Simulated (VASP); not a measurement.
Wanted: the native input for a VASP 6.6.1 run.

- Task: single point
- Functional: PBE
- Potentials or basis: VASP PAW PBE potentials, release 64 (Ge_d)
- Cutoff: 520 eV
- k mesh: 20 × 20 × 20
- Occupations: gaussian, width 0.1 eV
- Spin: no spin polarisation
- Dipole correction: no
- Further INCAR settings: ALGO = Normal; EDIFF = 1e-06; NBANDS = 13

The structure of Ge lies in POSCAR:

```
Ge
1.0
    2.7104744361      0.0000000000      0.0000000000
    0.0000000000      2.7104744361      0.0000000000
    0.0000000000      0.0000000000      2.7104744361
Ge
1
Direct
    0.0000000000      0.0000000000      0.0000000000
```

These files were run (other wordings do the same):

INCAR

```
ALGO = Normal ; EDIFF = 1E-6
ENCUT = 520 ; GGA = PE
ISIF = 2 ; ISMEAR = 0
LASPH = T ; LCHARG = F
LREAL = F ; LWAVE = F
NBANDS = 13 ; NELM = 100
PREC = Accurate ; SIGMA = 0.1
```

KPOINTS

```
k-points
0
Gamma
  20 20 20
```

Potentials or basis: VASP PAW PBE potentials, release 64 (Ge_d).

Run with:

```bash
$ cat potpaw_PBE.64/Ge_d/POTCAR > POTCAR
$ mpirun -np 1 vasp_std > vasp.out
```

It gave:

| Property | Result |
| --- | --- |
| Pressure | -0.1 GPa |
| Band gap on the k mesh | zero (band 7 reaches 12.50 eV, above the bottom of band 8 at 3.40 eV) |

It took 20 s on 1 thread of Intel(R) Xeon(R) 6975P-C (Granite Rapids), with other jobs on the host, peak memory 0.17 GiB.
